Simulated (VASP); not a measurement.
# ScSi2 (P6/mmm) in VASP: vibrations by perturbation theory with PBE

Aim: the vibrations by perturbation theory of ScSi2 with PBE.

All numbers are computed with VASP 6.6.1; they aren't measurements. Logs are shortened: lines on timing, memory, paths and dates and some standing lists are left out, and cuts for length are marked.

**1. The cell of the first run**

Symmetry: P6/mmm, No. 191, hexagonal system. The conventional cell has a = 3.660 Å, b = 3.660 Å, c = 3.870 Å, α = 90.00°, β = 90.00°, γ = 120.00°. Within 3.9 Å of Sc (site symmetry 6/mmm) lie 12 Si at 2.87 Å and 8 Sc at 3.66 to 3.87 Å. Si (site symmetry -6m2) has 3 Si at 2.11 Å and 6 Sc at 2.87 Å within 2.9 Å.

**2. Vibrations by perturbation theory, PBE**

Contents of INCAR:

```
SYSTEM = ScSi2
  ALGO = Normal
  EDIFF = 1E-8
  ENCUT = 520
  GGA = PE
  IBRION = 8
  ISIF = 2
  ISMEAR = -1
  LASPH = .TRUE.
  LCHARG = .FALSE.
  LREAL = .FALSE.
  LWAVE = .FALSE.
  NELM = 60
  NSW = 1
  PREC = Accurate
  SIGMA = 0.1
```

Contents of KPOINTS:

```
k-points
0
G
  9 9 7
  0 0 0
```

Contents of POSCAR:

```
ScSi2
1.0
    3.6600000000      0.0000000000      0.0000000000
   -1.8300000000      3.1696500000      0.0000000000
    0.0000000000      0.0000000000      3.8700000000
Sc Si
1 2
Direct
    0.0000000000      0.0000000000      0.0000000000
    0.3333333333      0.6666666667      0.5000000000
    0.6666666667      0.3333333333      0.5000000000
```

Potentials or basis: VASP PAW PBE potentials, release 64 (Sc_sv, Si).

Run with:

```sh
cat potpaw_PBE.64/Sc_sv/POTCAR potpaw_PBE.64/Si/POTCAR > POTCAR
mpirun -np 1 vasp_std > vasp.out
```

OUTCAR:

```text
SYSTEM = ScSi2
   EDIFF = 1E-8
   ENCUT = 520
   GGA = PE
   IBRION = 8
   ISIF = 2
   ISMEAR = -1
   LASPH = .TRUE.
   LREAL = .FALSE.
   NELM = 60
   NSW = 1
   PREC = Accurate

 ion  position               nearest neighbor table
   1  0.000  0.000  0.000-   2 2.87   2 2.87   3 2.87   3 2.87   2 2.87   3 2.87   2 2.87   3 2.87
                             3 2.87   3 2.87   2 2.87   2 2.87
   2  0.333  0.667  0.500-   3 2.11   3 2.11   3 2.11   1 2.87   1 2.87   1 2.87   1 2.87   1 2.87
                             1 2.87
   3  0.667  0.333  0.500-   2 2.11   2 2.11   2 2.11   1 2.87   1 2.87   1 2.87   1 2.87   1 2.87
                             1 2.87

  LATTYP: Found a hexagonal cell.
 ALAT       =     3.6600000000
 C/A-ratio  =     1.0573770492

  Lattice vectors:

 A1 = (   3.6600000000,   0.0000000000,   0.0000000000)
 A2 = (  -1.8300000000,   3.1696500000,   0.0000000000)
 A3 = (   0.0000000000,   0.0000000000,   3.8700000000)

Analysis of symmetry for initial positions (statically):
=====================================================================
 Subroutine PRICEL returns:
 Original cell was already a primitive cell.

 Routine SETGRP: Setting up the symmetry group for a
 hexagonal supercell.

 Subroutine GETGRP returns: Found 24 space group operations
 (whereof 24 operations were pure point group operations)
 out of a pool of 24 trial point group operations.

The static configuration has the point symmetry D_6h.

Analysis of symmetry for dynamics (positions and initial velocities):
=====================================================================
 Subroutine PRICEL returns:
 Original cell was already a primitive cell.

 Routine SETGRP: Setting up the symmetry group for a
 hexagonal supercell.

 Subroutine GETGRP returns: Found 24 space group operations
 (whereof 24 operations were pure point group operations)
 out of a pool of 24 trial point group operations.

The dynamic configuration has the point symmetry D_6h.

 Subroutine INISYM returns: Found 24 space group operations
 (whereof 24 operations are pure point group operations),
 and found     1 'primitive' translations

----------------------------------------------------------------------------------------

                                     Primitive cell

  volume of cell :      44.8956

  direct lattice vectors                    reciprocal lattice vectors
     3.660000000  0.000000000  0.000000000     0.273224044  0.157746123  0.000000000
    -1.830000000  3.169650000  0.000000000     0.000000000  0.315492247  0.000000000
     0.000000000  0.000000000  3.870000000     0.000000000  0.000000000  0.258397933

  length of vectors
     3.660000000  3.659997421  3.870000000     0.315492024  0.315492247  0.258397933

  position of ions in fractional coordinates (direct lattice)
     0.000000000  0.000000000  0.000000000
     0.333333333  0.666666667  0.500000000
     0.666666667  0.333333333  0.500000000

  ion indices of the primitive-cell ions
   primitive index   ion index
                 1           1
                 2           2
                 3           3

----------------------------------------------------------------------------------------

 KPOINTS: k-points

Automatic generation of k-mesh.
 Grid dimensions read from file:
 generate k-points for:    9    9    7

 Generating k-lattice:

  Cartesian coordinates                     Fractional coordinates (reciprocal lattice)
     0.030358227  0.017527347  0.000000000     0.111111111  0.000000000  0.000000000
     0.000000000  0.035054694  0.000000000     0.000000000  0.111111111  0.000000000
     0.000000000  0.000000000  0.036913990     0.000000000  0.000000000  0.142857143

  Length of vectors
     0.035054669  0.035054694  0.036913990

  Shift w.r.t. Gamma in fractional coordinates (k-lattice)
     0.000000000  0.000000000  0.000000000

 Subroutine IBZKPT returns following result:
 ===========================================

 Found     48 irreducible k-points:

 Following reciprocal coordinates:
            Coordinates               Weight
  0.000000  0.000000  0.000000      1.000000
  0.111111  0.000000  0.000000      6.000000
  0.222222  0.000000  0.000000      6.000000
  0.333333  0.000000  0.000000      6.000000
  0.444444  0.000000  0.000000      6.000000
  0.111111  0.111111  0.000000      6.000000
[... 54 lines left out ...]
   IALGO  =     38    algorithm
   IMIX   =      4    mixing-type and parameters
     AMIX     =   0.40;   BMIX     =  1.00
     AMIX_MAG =   1.60;   BMIX_MAG =  1.00
  volume/ion in A,a.u.               =      14.97       100.99
  Fermi-wavevector in a.u.,A,eV,Ry     =   1.229112  2.322686 20.554555  1.510717
  Thomas-Fermi vector in A             =   2.364012
   LORBIT       =      0    0 simple, 1 ext, 2 COOP (PROOUT), +10 PAW based schemes
   GGA     = PE    functional components
   LHFCALC =     F    Hartree Fock is set to
   AEXX    =    0.0000 exact exchange contribution
   IVDW    =     0    specifies the selected vdW correction
   LEPSILON=     F    determine dielectric tensor
   LRPA    =     F    only Hartree local field effects (RPA)
 non-spin polarized calculation
  energy-cutoff  :      520.00
  volume of cell :       44.90
 maximum number of plane-waves:      1226
 NGX is ok and might be reduce to    28
   NGX = 13   NGY = 13   NGZ = 15

--------------------------------------- Ionic step        1  -------------------------------------------

 number of electron      19.0000001 magnetization

 Free energy of the ion-electron system (eV)
  ---------------------------------------------------
  ext. energy  EPLUGINS =         0.00000000
  ---------------------------------------------------
  free energy    TOTEN  =       -17.37078154 eV

  energy without entropy =      -17.32435409  energy(sigma->0) =      -17.34756781

 E-fermi :   9.2374     XC(G=0): -11.2378

 val. band max:        9.2157839767   @ k =   0.1111   0.0000   0.4286
 cond. band min:       9.3610488737   @ k =   0.1111   0.1111   0.4286
 fundamental gap:      0.1452648970
 Fermi energy:         9.2373978063

 k-point     1 :       0.0000    0.0000    0.0000
  band No.  band energies     occupation
      1     -40.3443      2.00000
      2     -19.0483      2.00000
      3     -18.9780      2.00000
      4     -18.9780      2.00000
      5      -4.6433      2.00000
      6       5.6616      2.00000
      7       5.7628      2.00000
      8       5.7628      2.00000
      9       7.1505      2.00000
     10      10.3038      0.00005
     11      10.3038      0.00005
     12      10.4141      0.00002
     13      10.8793      0.00000
[... 354 lines left out ...]
  band No.  band energies     occupation
      1     -40.3318      2.00000
      2     -19.0642      2.00000
      3     -19.0641      2.00000
      4     -19.0357      2.00000
      5      -0.6412      2.00000
      6      -0.6412      2.00000
      7       1.9580      2.00000
      8       6.6067      2.00000
      9       6.6067      2.00000
     10      10.5185      0.00001
     11      10.5185      0.00001
     12      10.6852      0.00000
     13      12.6176      0.00000

 [... further k-points ...]

------------------------ aborting loop because EDIFF is reached ----------------------------------------

  FORCE on cell =-STRESS in cart. coord.  units (eV):
  Direction    XX          YY          ZZ          XY          YZ          ZX
  --------------------------------------------------------------------------------------
  -------------------------------------------------------------------------------------
  Total       10.3995895     10.3995699      0.3658763      0.0000000      0.0000000      0.0000000
  in kB      371.1277412    371.1270439     13.0569425      0.0000000      0.0000000      0.0000000
  external PRESSURE =     251.7705759 kB  Pullay stress =       0.0000000 kB

 VOLUME and BASIS-vectors are now :
 -----------------------------------------------------------------------------
  energy-cutoff  :      520.00
  volume of cell :       44.90
      direct lattice vectors                 reciprocal lattice vectors
     3.660000000  0.000000000  0.000000000     0.273224044  0.157746123  0.000000000
    -1.830000000  3.169650000  0.000000000     0.000000000  0.315492247  0.000000000
     0.000000000  0.000000000  3.870000000     0.000000000  0.000000000  0.258397933

 POSITION                                       TOTAL-FORCE (eV/Angst)
 -----------------------------------------------------------------------------------
      0.00000      0.00000      0.00000        -0.000000      0.000000      0.000000
     -0.00000      2.11310      1.93500        -0.000000     -0.000000      0.000000
      1.83000      1.05655      1.93500         0.000000     -0.000000      0.000000
 -----------------------------------------------------------------------------------
    total drift:                               -0.000000      0.000000      0.000000

  FREE ENERGIE OF THE ION-ELECTRON SYSTEM (eV)
  ---------------------------------------------------
  free  energy   TOTEN  =       -17.3707815361 eV

  energy  without entropy=      -17.3243540935  energy(sigma->0) =      -17.34756781

[... ionic steps 2 to 3 ...]

--------------------------------------- Ionic step        4  -------------------------------------------

------------------------ aborting loop because EDIFF is reached ----------------------------------------
[... 11 lines left out ...]
[... ionic steps 8 to 8 ...]

--------------------------------------- Ionic step        9  -------------------------------------------

 Free energy of the ion-electron system (eV)
  ---------------------------------------------------
  ---------------------------------------------------
  free energy    TOTEN  =        -0.02173198 eV

  energy without entropy =       -0.02173198

------------------------ aborting loop because EDIFF is reached ----------------------------------------

 INTERNAL STRAIN TENSOR  FOR ION    2  DIRECTION 3   (eV/Angst):
 -----------------------------------------------------------------------------
    -0.00687 -0.00000 -0.00000
     0.00000 -0.00687  0.00000
    -0.00000 -0.00000  0.00145

 INTERNAL STRAIN TENSOR FOR ION    3 for displacements in x,y,z  (eV/Angst):
          X           Y           Z          XY          YZ          ZX
  --------------------------------------------------------------------------------
  x     0.00000     0.00000     0.00000    26.34474     0.00000     0.00000
  y    26.34474   -26.34470     0.00000     0.00000     0.00000     0.00000
  z     0.00000     0.00000     0.00000    -0.00000    -0.00000     0.00000

 SECOND DERIVATIVES (NOT SYMMETRIZED)
 ------------------------------------
               1X          1Y          1Z          2X          2Y          2Z          3X          3Y          3Z
  1X    -4.689589    0.000000    0.000000    2.344795    0.000000    0.000000    2.344795    0.000000    0.000000
  1Y     0.000000   -4.689580    0.000000    0.000000    2.344790    0.000000    0.000000    2.344790    0.000000
  1Z    -0.000000   -0.000000   -9.694627   -0.000000    0.000000    4.847313    0.000000    0.000000    4.847313
  2X     2.324743   -0.000000    0.000000  -26.636977   -0.000000    0.000000   24.312234    0.000000    0.000000
  2Y     0.000000    2.324738    0.000000    0.000000  -26.636927    0.000000    0.000000   24.312189    0.000000
  2Z    -0.000000    0.000000    4.850690    0.000000    0.000000   -0.692077   -0.000000    0.000000   -4.158613
  3X     2.324743   -0.000000    0.000000   24.312234    0.000000    0.000000  -26.636977   -0.000000    0.000000
  3Y     0.000000    2.324738    0.000000    0.000000   24.312189    0.000000    0.000000  -26.636927    0.000000
  3Z    -0.000000    0.000000    4.850690   -0.000000    0.000000   -4.158613    0.000000    0.000000   -0.692077

 Eigenvectors and eigenvalues of the dynamical matrix
 ----------------------------------------------------

   1 f  =   21.056309 THz   132.300691 2PiTHz  702.362866 cm-1    87.081858 meV
             X         Y         Z           dx          dy          dz
      0.000000  0.000000  0.000000     0.000000   -0.000000    0.000000
     -0.000000  2.113100  1.935000     0.707107    0.000000    0.000000
      1.830000  1.056550  1.935000    -0.707107   -0.000000    0.000000
[... 43 lines left out ...]
   9 f/i=    5.492390 THz    34.509701 2PiTHz  183.206395 cm-1    22.714688 meV
             X         Y         Z           dx          dy          dz
      0.000000  0.000000  0.000000     0.000000    0.000000    0.000000
     -0.000000  2.113100  1.935000     0.000000    0.000000    0.707107
      1.830000  1.056550  1.935000     0.000000    0.000000   -0.707107

--------------------------------------------------------------------------------------------------------

 ELASTIC MODULI CONTR FROM IONIC RELAXATION (kBar)
 Direction    XX          YY          ZZ          XY          YZ          ZX
 --------------------------------------------------------------------------------
 XX        -972.2737    972.2719      0.0000      0.0000     -0.0000      0.0000
 YY         972.2719   -972.2701      0.0000     -0.0000      0.0000     -0.0000
 ZZ           0.0000      0.0000      0.0000      0.0000      0.0000      0.0000
 XY           0.0000     -0.0000      0.0000   -972.2719      0.0000     -0.0000
 YZ          -0.0000      0.0000      0.0000      0.0000      0.0000     -0.0000
 ZX           0.0000     -0.0000      0.0000     -0.0000     -0.0000      0.0000
 --------------------------------------------------------------------------------
```

It took 7.6 min on 1 thread of Intel Xeon Platinum 8259CL at 2.50GHz (Skylake/Cascade Lake), shared host; peak memory 0.34 GiB.

What came out:

| Quantity | Value |
| --- | --- |
| Highest phonon frequency at Γ | 702 cm⁻¹ |
| Most unstable mode | 183i cm⁻¹ |

Phonon frequencies in cm⁻¹ (negative: imaginary):
| q point | frequencies |
| --- | --- |
| (0.000, 0.000, 0.000) | -183 0 0 0 226 226 325 702 702 |

Caveat: the cell stands under pressure or tension, which shifts response properties; some modes are imaginary.
